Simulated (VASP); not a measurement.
Li4C2F:

```xyz
7
Lattice="2.7187 0.0000 0.0000 0.0000 2.7187 0.0000 0.0000 0.0000 9.7700" Properties=species:S:1:pos:R:3 pbc="T T T"
Li    0.0000    0.0000    6.9669
Li    1.3593    1.3593    4.8850
Li    0.0000    0.0000    2.8031
Li    1.3593    1.3593    0.0000
C     1.3593    1.3593    2.0045
C     1.3593    1.3593    7.7655
F     0.0000    0.0000    4.8850
```

- Program: VASP 6.6.1
- Task: relaxation of cell and atoms
- Functional: PBE
- Potentials or basis: VASP PAW PBE potentials, release 64 (Li_sv, C, F)
- Cutoff: 600 eV
- k mesh: 14 × 14 × 4
- Occupations: gaussian, width 0.1 eV
- Spin: no spin polarisation

At the start: pressure -0.3 GPa; volume 10.32 Å³/atom.

Task: Where does the relaxation end?

Result: Over 10 steps the energy falls by 2.1 meV/atom and the volume is 10.21 Å³/atom (-1.1 %); space group P4/mmm (No. 123, to 0.05 Å).

Step by step:
```csv
step,energy change (eV),largest force (eV/Å),pressure (GPa),volume (Å³)
1,0.0000,0.1378,-0.27,72.21
2,-0.0043,0.1178,-0.18,72.03
3,-0.0126,0.0574,0.04,71.47
4,-0.0063,0.1019,0.49,70.34
5,-0.0141,0.0461,0.16,71.14
6,-0.0141,0.0454,0.17,71.12
7,-0.0144,0.0195,0.00,71.31
8,-0.0144,0.0173,0.01,71.29
9,-0.0145,0.0142,0.00,71.33
10,-0.0146,0.0089,-0.07,71.45
```

Final structure:
```
Li C F
1.0
     2.68235    0.00000    0.00000
     0.00000    2.68235    0.00000
     0.00000    0.00000    9.93085
Li C F
4 2 1
Direct
  0.00000 0.00000 0.70947
  0.50000 0.50000 0.50000
  0.00000 0.00000 0.29053
  0.50000 0.50000 0.00000
  0.50000 0.50000 0.20230
  0.50000 0.50000 0.79770
  0.00000 0.00000 0.50000
```

Caveat: the cutoff is under 1.25 times the usual one of these potentials, so pressure, stress and relaxed cells hold a basis-set (Pulay) error; an odd number of electrons without spin polarisation forces a metal; a magnetic or distorted state may lie lower.
